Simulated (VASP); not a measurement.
# SiC (P6_3/mmc) in VASP: single point with HSE06

Aim: the single point of SiC with HSE06.

Program: VASP 6.6.1. These are calculated values, not measurements. Logs are shortened: lines on timing, memory, paths and dates and some standing lists are left out, and cuts for length are marked.

## 1. The cell of the first run

It takes space group P6_3/mmc (No. 194, hexagonal). Conventional cell: a = 3.142 Å, b = 3.142 Å, c = 4.817 Å, α = 90.00°, β = 90.00°, γ = 120.00°. Within 2.5 Å of Si (site symmetry -6m2) lie 5 C at 1.81 to 2.41 Å. Within 2.5 Å of C (site symmetry -6m2) lie 5 Si at 1.81 to 2.41 Å.

## 2. Single point, HSE06

The input, POSCAR:

```
SiC
1.0
    3.1420536916      0.0000000000      0.0000000000
   -1.5710268458      2.7210983170      0.0000000000
    0.0000000000      0.0000000000      4.8170547405
Si C
2 2
Direct
    0.3333333333      0.6666666667      0.2500000000
    0.6666666667      0.3333333333      0.7500000000
    0.6666666667      0.3333333333      0.2500000000
    0.3333333333      0.6666666667      0.7500000000
```

The input, INCAR.step1:

```
PREC = Accurate
ENCUT = 520
EDIFF = 1E-5
ISMEAR = -1
SIGMA = 0.02
LREAL = F
LASPH = T
NELM = 80
ALGO = Normal
ISIF = 2
LWAVE = T
LCHARG = F
NBANDS = 16
GGA = PE
```

The input, INCAR.step2:

```
PREC = Accurate
ENCUT = 520
EDIFF = 1E-6
ISMEAR = -1
SIGMA = 0.02
LREAL = F
LASPH = T
NELM = 80
ALGO = Normal
ISIF = 2
LWAVE = F
LCHARG = F
GGA = PE
LHFCALC = T
HFSCREEN = 0.2079
PRECFOCK = Normal
NBANDS = 16
ISTART = 1
```

The input, KPOINTS:

```
Automatic mesh
0
Gamma
  6 6 4
```

Potentials or basis: VASP PAW PBE potentials, release 64 (Si, C).

On the command line:

```
> cat potpaw_PBE.64/Si/POTCAR potpaw_PBE.64/C/POTCAR > POTCAR
> cp INCAR.step1 INCAR
> mpirun -np 1 vasp_std > vasp.out
> cp INCAR.step2 INCAR
> mpirun -np 1 vasp_std > vasp.out
```

OUTCAR:

```text
PREC = Accurate
   ENCUT = 520
   EDIFF = 1E-6
   ISMEAR = -1
   LREAL = F
   LASPH = T
   NELM = 80
   ISIF = 2
   GGA = PE
   LHFCALC = T
   HFSCREEN = 0.2079
   PRECFOCK = Normal
   ISTART = 1

 ion  position               nearest neighbor table
   1  0.333  0.667  0.250-   3 1.81   3 1.81   3 1.81   4 2.41   4 2.41   2 3.02   2 3.02   2 3.02
                             2 3.02   2 3.02   2 3.02
   2  0.667  0.333  0.750-   4 1.81   4 1.81   4 1.81   3 2.41   3 2.41   1 3.02   1 3.02   1 3.02
                             1 3.02   1 3.02   1 3.02
   3  0.667  0.333  0.250-   1 1.81   1 1.81   1 1.81   2 2.41   2 2.41
   4  0.333  0.667  0.750-   2 1.81   2 1.81   2 1.81   1 2.41   1 2.41

  LATTYP: Found a hexagonal cell.
 ALAT       =     3.1420536916
 C/A-ratio  =     1.5330911605

  Lattice vectors:

 A1 = (   3.1420536916,   0.0000000000,   0.0000000000)
 A2 = (  -1.5710268458,   2.7210983170,   0.0000000000)
 A3 = (   0.0000000000,   0.0000000000,   4.8170547405)

Analysis of symmetry for initial positions (statically):
=====================================================================
 Subroutine PRICEL returns:
 Original cell was already a primitive cell.

 Routine SETGRP: Setting up the symmetry group for a
 hexagonal supercell.

 Subroutine GETGRP returns: Found 24 space group operations
 (whereof 12 operations were pure point group operations)
 out of a pool of 24 trial point group operations.

The static configuration has the point symmetry D_3d.
 The point group associated with its full space group is D_6h.

Analysis of symmetry for dynamics (positions and initial velocities):
=====================================================================
 Subroutine PRICEL returns:
 Original cell was already a primitive cell.

 Routine SETGRP: Setting up the symmetry group for a
 hexagonal supercell.

 Subroutine GETGRP returns: Found 24 space group operations
 (whereof 12 operations were pure point group operations)
 out of a pool of 24 trial point group operations.

The dynamic configuration has the point symmetry D_3d.
 The point group associated with its full space group is D_6h.

 Subroutine INISYM returns: Found 24 space group operations
 (whereof 12 operations are pure point group operations),
 and found     1 'primitive' translations

----------------------------------------------------------------------------------------

                                     Primitive cell

  volume of cell :      41.1850

  direct lattice vectors                    reciprocal lattice vectors
     3.142053692  0.000000000  0.000000000     0.318263180  0.183749333  0.000000000
    -1.571026846  2.721098317  0.000000000     0.000000000  0.367498665  0.000000000
     0.000000000  0.000000000  4.817054740     0.000000000  0.000000000  0.207595731

  length of vectors
     3.142053692  3.142053692  4.817054740     0.367498665  0.367498665  0.207595731

  position of ions in fractional coordinates (direct lattice)
     0.333333333  0.666666667  0.250000000
     0.666666667  0.333333333  0.750000000
     0.666666667  0.333333333  0.250000000
     0.333333333  0.666666667  0.750000000

  ion indices of the primitive-cell ions
   primitive index   ion index
                 1           1
                 2           2
                 3           3
                 4           4

----------------------------------------------------------------------------------------

 KPOINTS: Automatic mesh

Automatic generation of k-mesh.
 Grid dimensions read from file:
 generate k-points for:    6    6    4

 Generating k-lattice:

  Cartesian coordinates                     Fractional coordinates (reciprocal lattice)
     0.053043863  0.030624889  0.000000000     0.166666667  0.000000000  0.000000000
     0.000000000  0.061249778  0.000000000     0.000000000  0.166666667  0.000000000
     0.000000000  0.000000000  0.051898933     0.000000000  0.000000000  0.250000000

  Length of vectors
     0.061249778  0.061249778  0.051898933

  Shift w.r.t. Gamma in fractional coordinates (k-lattice)
     0.000000000  0.000000000  0.000000000

 Subroutine IBZKPT returns following result:
 ===========================================

 Found     21 irreducible k-points:

 Following reciprocal coordinates:
            Coordinates               Weight
  0.000000  0.000000  0.000000      1.000000
  0.166667  0.000000  0.000000      6.000000
  0.333333  0.000000  0.000000      6.000000
  0.500000  0.000000  0.000000      3.000000
  0.166667  0.166667  0.000000      6.000000
  0.333333  0.166667  0.000000     12.000000
[... 13 lines left out ...]
  0.333333  0.166667  0.500000     12.000000
  0.333333  0.333333  0.500000      2.000000
   k-points           NKPTS =     21   k-points in BZ     NKDIM =    144   number of bands    NBANDS=     16
   number of dos      NEDOS =    301   number of ions     NIONS =      4
   total plane-waves  NPLWV =  20736
   dimension x,y,z NGX =    24 NGY =   24 NGZ =   36
   dimension x,y,z NGXF=    48 NGYF=   48 NGZF=   72
   ions per type =               2   2
   NGX,Y,Z   is equivalent  to a cutoff of  12.70, 12.70, 12.42 a.u.
   NGXF,Y,Z  is equivalent  to a cutoff of  25.40, 25.40, 24.85 a.u.
 SYSTEM =  unknown system
   PREC   = accura    normal or accurate (medium, high low for compatibility)
   ISTART =      1    job   : 0-new  1-cont  2-samecut
   ICHARG =      0    charge: 1-file 2-atom 10-const
   ISPIN  =      1    spin polarized calculation?
   LNONCOLLINEAR =      F non collinear calculations
   LSORBIT =      F    spin-orbit coupling
   LASPH  =      T    aspherical Exc in radial PAW
   ENCUT  =  520.0 eV  38.22 Ry    6.18 a.u.   5.84  5.84  8.96*2*pi/ulx,y,z
   NELM   =     80;   NELMIN=  2; NELMDL=  0     # of ELM steps
   EDIFF  = 0.1E-05   stopping-criterion for ELM
   LREAL  =      F    real-space projection
   EDIFFG = 0.1E-04   stopping-criterion for IOM
   NSW    =      0    number of steps for IOM
   IBRION =     -1    ionic relax: 0-MD 1-quasi-New 2-CG
   NFREE  =      0    steps in history (QN), initial steepest desc. (CG)
   ISIF   =      2    stress and relaxation
   ISYM   =      3    0-nonsym 1-usesym 2-fastsym
   POTIM  = 0.5000    time-step for ionic-motion
   TEBEG  =    0.0;   TEEND  =   0.0 temperature during run
   PSTRESS=    0.0 pullay stress
   NELECT =      16.0000    total number of electrons
   NUPDOWN=      -1.0000    fix difference up-down
   EMIN   =  10.00;   EMAX   =-10.00  energy-range for DOS
   EFERMI =   0.00;   METHOD = LEGACY
   ISMEAR =    -1;   SIGMA  =   0.02  broadening in eV -4-tet -1-fermi 0-gaus
   EFERMI_NEDOS =   21; number of points for ismear=-14 and -15
   IALGO  =     38    algorithm
   IMIX   =      1    mixing-type and parameters
     AMIX     =   0.40;   BMIX     =  1.00
     AMIX_MAG =   1.60;   BMIX_MAG =  1.00
  volume/ion in A,a.u.               =      10.30        69.48
  Fermi-wavevector in a.u.,A,eV,Ry     =   1.194543  2.257358 19.414593  1.426932
  Thomas-Fermi vector in A             =   2.330530
   LORBIT       =      0    0 simple, 1 ext, 2 COOP (PROOUT), +10 PAW based schemes
   GGA     = PE    functional components
   LHFCALC =     T    Hartree Fock is set to
   PRECFOCK=normal    Normal, Fast or Accurate (Low or Medium for compatibility)
   ENCUT4O =  -1.0   cutoff for four orbital integrals eV
   NKREDX  =     1    reduce k-point grid by
   NKREDY  =     1    reduce k-point grid by
   NKREDZ  =     1    reduce k-point grid by
   AEXX    =    0.2500 exact exchange contribution
   HFSCREEN=    0.2079 screening length (either q_TF or 0.3 A-1)
   HFSCREENC=   0.2079 screening length for correlation (either q_TF or 0.3 A-1)
   ENCUTFOCK=  -1.0 apply spherical cutoff to Coloumb kernel
   IVDW    =     0    specifies the selected vdW correction
   LEPSILON=     F    determine dielectric tensor
   LRPA    =     F    only Hartree local field effects (RPA)
 non-spin polarized calculation
  energy-cutoff  :      520.00
  volume of cell :       41.19
 maximum number of plane-waves:      1120
 NGX is ok and might be reduce to    24
  NGX = 18; NGY = 18; NGZ = 28

 number of electron      16.0000003 magnetization

 Free energy of the ion-electron system (eV)
  ---------------------------------------------------
  ext. energy  EPLUGINS =         0.00000000
  ---------------------------------------------------
  free energy    TOTEN  =       -32.88493385 eV

  energy without entropy =      -32.88483699  energy(sigma->0) =      -32.88488542

 E-fermi :  10.5383     XC(G=0):  -9.3789

 val. band max:       10.4724778875   @ k =   0.0000   0.0000   0.0000
 cond. band min:      10.6266410882   @ k =   0.5000   0.0000   0.0000
 fundamental gap:      0.1541632007
 Fermi energy:        10.5383286554

 k-point     1 :       0.0000    0.0000    0.0000
  band No.  band energies     occupation
      1      -9.5148      2.00000
      2      -5.4027      2.00000
      3      -0.6274      2.00000
      4       5.1827      2.00000
      5       5.1827      2.00000
      6       6.7614      2.00000
[... 8 lines left out ...]
     15      18.0105      0.00000
     16      19.1387      0.00000

 k-point     2 :       0.1667    0.0000    0.0000
  band No.  band energies     occupation
      1      -9.0140      2.00000
      2      -4.9875      2.00000
      3      -0.1131      2.00000
      4       2.9842      2.00000
      5       4.5219      2.00000
      6       5.2840      2.00000
[... 8 lines left out ...]
     15      18.5982      0.00000
     16      19.4227      0.00000

 k-point     3 :       0.3333    0.0000    0.0000
  band No.  band energies     occupation
      1      -7.5804      2.00000
      2      -4.0346      2.00000
      3      -0.2906      2.00000
      4       1.3504      2.00000
      5       2.4836      2.00000
      6       3.5698      2.00000
[... 8 lines left out ...]
     15      18.9760      0.00000
     16      19.9470      0.00000
[... 305 lines left out ...]
 k-point    20 :       0.3333    0.1667    0.5000
  band No.  band energies     occupation
      1      -5.1274      2.00000
      2      -5.1274      2.00000
      3      -0.8671      2.00000
      4      -0.8671      2.00000
      5       2.7150      2.00000
      6       2.7150      2.00000
[... 8 lines left out ...]
     15      20.3463      0.00000
     16      20.3463      0.00000

 k-point    21 :       0.3333    0.3333    0.5000
  band No.  band energies     occupation
      1      -4.3066      2.00000
      2      -4.3066      2.00000
      3      -1.2096      2.00000
      4      -1.2096      2.00000
      5       1.1677      2.00000
      6       1.1677      2.00000
[... 8 lines left out ...]
     15      19.8730      0.00000
     16      19.8730      0.00000

------------------------ aborting loop because EDIFF is reached ----------------------------------------

  FORCE on cell =-STRESS in cart. coord.  units (eV):
  Direction    XX          YY          ZZ          XY          YZ          ZX
  --------------------------------------------------------------------------------------
  -------------------------------------------------------------------------------------
  Total       -0.1602969     -0.1602969      0.0124167      0.0000000      0.0000000      0.0000000
  in kB       -6.2358576     -6.2358576      0.4830329      0.0000000      0.0000000      0.0000000
  external PRESSURE =      -3.9962275 kB  Pullay stress =       0.0000000 kB

 VOLUME and BASIS-vectors are now :
 -----------------------------------------------------------------------------
  energy-cutoff  :      520.00
  volume of cell :       41.19
      direct lattice vectors                 reciprocal lattice vectors
     3.142053692  0.000000000  0.000000000     0.318263180  0.183749333  0.000000000
    -1.571026846  2.721098317  0.000000000     0.000000000  0.367498665  0.000000000
     0.000000000  0.000000000  4.817054740     0.000000000  0.000000000  0.207595731

 POSITION                                       TOTAL-FORCE (eV/Angst)
 -----------------------------------------------------------------------------------
     -0.00000      1.81407      1.20426        -0.000000     -0.000000      0.000000
      1.57103      0.90703      3.61279         0.000000      0.000000      0.000000
      1.57103      0.90703      1.20426        -0.000000     -0.000000     -0.000000
     -0.00000      1.81407      3.61279        -0.000000      0.000000     -0.000000
 -----------------------------------------------------------------------------------
    total drift:                               -0.000000      0.000000      0.000000

  FREE ENERGIE OF THE ION-ELECTRON SYSTEM (eV)
  ---------------------------------------------------
  free  energy   TOTEN  =       -32.8849338516 eV

  energy  without entropy=      -32.8848369911  energy(sigma->0) =      -32.88488542
```

Wall time 44 min (1 thread of AMD EPYC 7R13, shared host); peak memory 0.27 GiB.

Results:

```yaml
Free_energy: -32.8849 eV
Pressure: -0.4 GPa
Band_gap_on_the_k_mesh: 0.15 eV (least direct gap 1.95 eV)
```

Levels at points of the mesh, in eV from the valence-band top:
```tsv
k point	band 4	band 5	band 6	band 7	band 8	band 9	band 10	band 11	band 12	band 13
(0.00, 0.00, 0.00)	-5.29	-5.29	-3.71	-3.71	0.00	1.95	4.46	4.46	4.72	6.73
(0.50, 0.00, 0.00)	-9.93	-7.64	-7.28	-4.94	-4.92	0.15	3.96	4.95	6.98	8.67
(0.00, 0.00, 0.50)	-5.90	-4.56	-4.56	-4.56	-4.56	3.45	3.45	5.12	5.12	5.12
(0.50, 0.00, 0.50)	-12.14	-6.28	-6.28	-3.51	-3.51	2.07	2.07	2.26	2.26	10.58
```

Caveat: the PAW data sets were made with another functional, which shifts forces and pressure a little.
